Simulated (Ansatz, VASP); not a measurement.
Two plane-wave programs on MgO

```
CELL_PARAMETERS angstrom
3.48410 0.00000 0.00000
-1.74205 3.01732 0.00000
0.00000 0.00000 4.18569
ATOMIC_POSITIONS crystal
Mg 0.66667 0.33333 0.75000
Mg 0.33333 0.66667 0.25000
O 0.64370 0.28740 0.21555
O 0.33333 0.66667 0.75000
```

Alike in both runs: task single point; functional r2SCAN; k mesh 6 × 6 × 6; occupations gaussian, width 0.05 eV; no spin polarisation.

|  | VASP | Ansatz |
| --- | --- | --- |
| version | VASP 6.6.1 | Ansatz 0.2.0 |
| potentials or method | VASP PAW PBE potentials, release 64 (Mg, O), cutoff 520 eV | scalar-relativistic, plane waves, PAW |
| valence electrons in the cell | 16 | 32 |

```tsv
	VASP	Ansatz	Ansatz less VASP
gap on the k mesh at the Fermi level (eV)	4.04	4.05	+0.014
least direct gap on the mesh (eV)	4.04	4.05	+0.014
pressure (GPa)	1.4	2.1	+0.74
traceless stress, the component that is largest in VASP (GPa)	-5.70	-5.71	-0.006
rms of the force components (eV/Å)	0.902	0.891	-0.0106
```

VASP's potentials were made for PBE, not for r2SCAN. Atom by atom the forces differ by 0.011 eV/Å (rms over components). With one functional, cell and mesh, what is left measures potentials, basis and numerics. VASP's potentials hold 16 valence electrons a cell and Ansatz's 32, so a difference there can come from the potentials and not from the codes.
